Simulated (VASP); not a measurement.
A run of VASP 6.6.1 is set up as follows.

File INCAR:

```
SYSTEM = Au
ALGO = Normal
EDIFF = 1E-6
ENCUT = 520
GGA = PS
ISIF = 2
ISMEAR = 0
LASPH = .True.
LCHARG = .False.
LREAL = .False.
LWAVE = .False.
NBANDS = 12
NELM = 100
PREC = Accurate
SIGMA = 0.15
```

Contents of KPOINTS:

```
k-points
0
Gamma
  20 20 20
  0 0 0
```

POSCAR

```
Au
1.0
    0.0000000000      2.0148175000      2.0761825000
    2.0148175000      0.0000000000      2.0761825000
    2.0148175000      2.0148175000      0.0000000000
Au
1
Direct
    0.0000000000      0.0000000000      0.0000000000
```

Potentials or basis: VASP PAW PBE potentials, release 64 (Au).

The run is started by

```console
$ cat potpaw_PBE.64/Au/POTCAR > POTCAR
$ mpirun -np 1 vasp_std > vasp.out
```

(1) Estimate the pressure.

(2) Predict the band gap on the k mesh.

## Answers

(1) 1.5 GPa.

(2) zero (an odd number of electrons rules out a gap without spin polarisation).

Caveat: the cell differs from its parent crystal (strain -0.015 along x and y, +0.015 along z); the PAW data sets were made with another functional, which shifts forces and pressure a little; spin-orbit coupling is left out, which moves the levels of the heavy elements.
